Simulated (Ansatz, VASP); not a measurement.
# LaS: VASP beside Ansatz

Contents of INCAR:

```
SYSTEM = LaS
ALGO = Normal
EDIFF = 1E-6
ENCUT = 520
ISIF = 2
ISMEAR = 1
LASPH = .True.
LCHARG = .False.
LREAL = .False.
LWAVE = .False.
NBANDS = 16
NELM = 80
PREC = Accurate
SIGMA = 0.01
```

Contents of KPOINTS:

```
k-points
0
Gamma
  7 7 7
  0 0 0
```

The input POSCAR:

```
LaS
1.0
    0.0000000000      2.9463846709      2.9463846709
    2.9463846709      0.0000000000      2.9463846709
    2.9463846709      2.9463846709      0.0000000000
La S
1 1
Direct
    0.0000000000      0.0000000000      0.0000000000
    0.5000000000      0.5000000000      0.5000000000
```

Input for Ansatz:

```yaml
crystal:
  lattice:
    - [0.0, 2.946384670882451, 2.946384670882451]
    - [2.946384670882451, 0.0, 2.946384670882451]
    - [2.946384670882451, 2.946384670882451, 0.0]
  atoms:
    - { symbol: La, position: [0.0, 0.0, 0.0] }
    - { symbol: S, position: [0.5, 0.5, 0.5] }
accuracy: medium
basis:
  ecutwfc: 530.0
kpoints:
  mp_grid:
    grid: [7, 7, 7]
hamiltonian:
  xc: lda
scf:
  algorithm: density_mixing
  convergence:
    dr2_threshold: 1.0e-05
  occupations:
    method: cold
    width: 0.01
output:
  stress: true
```

Alike in both runs: task single point; functional LDA; k mesh 7 × 7 × 7; no spin polarisation.

|  | VASP | Ansatz |
| --- | --- | --- |
| version | VASP 6.6.1 | Ansatz 0.2.0 |
| potentials or method | VASP PAW LDA potentials, release 64 (La, S), cutoff 520 eV | plane waves, PAW |
| occupations | methfessel-paxton of order 1, width 0.01 eV | cold, width 0.01 eV |
| valence electrons in the cell | 17 | 17 |

|  | VASP | Ansatz | Ansatz less VASP |
| --- | --- | --- | --- |
| pressure (GPa) | -5.3 | -5.3 | +0.03 |

LDA's correlation is that of Perdew and Zunger in VASP and of Perdew and Wang (1992) in Ansatz. Ansatz's warnings: stress scf threshold loose.

Spin-orbit coupling is off throughout.
